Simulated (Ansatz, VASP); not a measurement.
# Ni: VASP beside Ansatz

```
Ni
1.0
     2.44802    0.00000    0.00000
    -1.22401    2.12005    0.00000
     0.00000    0.00000    4.07281
Ni
2
Cartesian
  0.0000 1.4134 1.0182
  1.2240 0.7067 3.0546
```

Alike in both runs: task single point; functional LDA; k mesh 13 × 13 × 7; occupations methfessel-paxton of order 1, width 0.01 eV; collinear spin.

|  | VASP | Ansatz |
| --- | --- | --- |
| version | VASP 6.6.1 | Ansatz 0.2.0 |
| potentials or method | VASP PAW LDA potentials, release 64 (Ni), cutoff 520 eV | plane waves, PAW |
| valence electrons in the cell | 20 | 36 |

```csv
,VASP,Ansatz,Ansatz less VASP
net moment per atom (μB),0.59,0.63,+0.031
size of the moment on the site where the two differ most (μB),0.60,0.65,+0.056
```

LDA's correlation is that of Perdew and Zunger in VASP and of Perdew and Wang (1992) in Ansatz. Site moments also hang on the region over which each program counts them. VASP's potentials hold 20 valence electrons a cell and Ansatz's 36, so a difference there can come from the potentials and not from the codes. Ansatz's warnings: stability check not made.
